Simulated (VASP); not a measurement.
Write the native input for VASP 6.6.1 that does the following.

* Task: relaxation of cell and atoms
* Functional: PBE
* Potentials or basis: VASP PAW PBE potentials, release 64 (Pb_d, S)
* Cutoff: 500 eV
* k mesh: 6 × 6 × 6
* Occupations: gaussian, width 0.01 eV
* Spin: no spin polarisation
* Dipole correction: no
* Further INCAR settings: ALGO = Normal; EDIFF = 1e-07; IBRION = 2; EDIFFG = -0.03; NSW = 80; ISIF = 3

The structure of PbS lies in POSCAR:

```
PbS
1.0
    0.0000000000      2.9657500000      2.9657500000
    2.9657500000      0.0000000000      2.9657500000
    2.9657500000      2.9657500000      0.0000000000
Pb S
1 1
Direct
    0.0000000000      0.0000000000      0.0000000000
    0.5000000000      0.5000000000      0.5000000000
```

These files were run (other wordings do the same):

INCAR

```
  ALGO = Normal
  EDIFF = 1E-7
  EDIFFG = -0.03
  ENCUT = 500
  GGA = PE
  GGA_COMPAT = False
  IBRION = 2
  ISIF = 3
  ISMEAR = 0
  LASPH = True
  LCHARG = False
  LREAL = False
  LWAVE = False
  NELM = 120
  NELMIN = 4
  NSW = 80
  PREC = Accurate
  SIGMA = 0.01
```

KPOINTS

```
k-points
0
Gamma
  6 6 6
```

Potentials or basis: VASP PAW PBE potentials, release 64 (Pb_d, S).

Launch:

```bash
$ cat potpaw_PBE.64/Pb_d/POTCAR potpaw_PBE.64/S/POTCAR > POTCAR
$ mpirun -np 1 vasp_std > vasp.out
```

Results of the run:

```yaml
Relaxed_volume: 27.07 Å³/atom
Relaxed_cell: a = 4.247 Å, b = 4.247 Å, c = 4.247 Å, α = 60.00°, β = 60.00°, γ = 60.00°
Space_group_after_relaxing_to_0.1_Å: Fm-3m (No. 225)
Energy_gained_by_relaxing: 6.4 meV/atom
Ionic_steps: 3
Pressure_after_relaxing: 0.0 GPa
Band_gap_on_the_k_mesh: 0.49 eV
```

Caveat: spin-orbit coupling is left out, which moves the levels of the heavy elements.

Wall time 27 s on 1 thread of Intel(R) Xeon(R) Platinum 8488C (Sapphire Rapids), with other jobs on the host, peak memory 0.18 GiB.
